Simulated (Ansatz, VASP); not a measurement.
# One calculation of TlCl, two programs

```xyz
2
Lattice="3.7693 0.0094 0.0094 0.0094 3.7693 0.0094 0.0094 0.0094 3.7693" Properties=species:S:1:pos:R:3 pbc="T T T"
Tl    0.0000    0.0000    0.0000
Cl    1.8941    1.8941    1.8941
```

Change from the starting cell: equal xy, yz and zx engineering shears of +0.5 %.

Alike in both runs: functional PBEsol; k mesh 6 × 6 × 6; no spin polarisation.

Ansatz relaxed the structure, and its values are those at the end. VASP's run is a single point on that final structure, the one shown.

|  | VASP | Ansatz |
| --- | --- | --- |
| version | VASP 6.6.1 | Ansatz 0.2.0 |
| potentials or method | VASP PAW PBE potentials, release 64 (Tl_d, Cl), cutoff 500 eV | all-electron LAPW, scalar-relativistic |
| occupations | gaussian, width 0.01 eV | fixed |

Ansatz gave:

| Property | Result |
| --- | --- |
| gap on the k mesh at the Fermi level (eV) | 1.79 |
| pressure (GPa) | 0.0 |

Problem. Which values does VASP return?

Solution. gap on the k mesh at the Fermi level (eV): 1.80; pressure (GPa): -0.1.

VASP's potentials were made for PBE, not for PBEsol. Ansatz ran all-electron here, and VASP with PAW potentials.

Neither program's run includes spin-orbit coupling.
